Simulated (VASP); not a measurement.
Crystal: TaSi2.

```
CELL_PARAMETERS angstrom
4.78000 0.00000 0.00000
-2.39000 4.13960 0.00000
0.00000 0.00000 6.56400
ATOMIC_POSITIONS crystal
Ta 0.00000 0.50000 0.16667
Ta 0.50000 0.50000 0.83333
Ta 0.50000 0.00000 0.50000
Si 0.33330 0.16665 0.16667
Si 0.16665 0.83335 0.83333
Si 0.83335 0.66670 0.50000
Si 0.66670 0.83335 0.16667
Si 0.83335 0.16665 0.83333
Si 0.16665 0.33330 0.50000
```

Base run:

```yaml
Program: VASP 6.6.1
Functional: PBEsol
Potentials_or_basis: VASP PAW PBE potentials, release 64 (Ta_pv, Si)
Cutoff: 520 eV
k_mesh: 7 × 7 × 4
Occupations: fermi-dirac, width 0.05 eV
Spin: no spin polarisation
```

Its results: pressure -1.0 GPa; largest force 0.751 eV/Å.

Question: After a change of settings the same cell gave: pressure -7.0 GPa; largest force 0.748 eV/Å. Which change was it?
A. functional from PBEsol to PBE; occupations from fermi-dirac, width 0.05 eV to gaussian, width 0.014 eV
B. functional from PBEsol to r2SCAN; further incar settings from ALGO = Normal; EDIFF = 1e-07; NBANDS = 38 to ALGO = Normal; EDIFF = 1e-06; NBANDS = 38
C. dispersion from none to D3(BJ)

Answer: C.

Dispersion adds attraction, which lowers the pressure at fixed volume and, as a term added to the energy, leaves the levels alone.

Caveats: the PAW data sets were made with another functional, which shifts forces and pressure a little; spin-orbit coupling is left out, which moves the levels of the heavy elements; three body term missing (some runs); pairwise dispersion overbinds metals, which lowers pressure and volume (some runs).
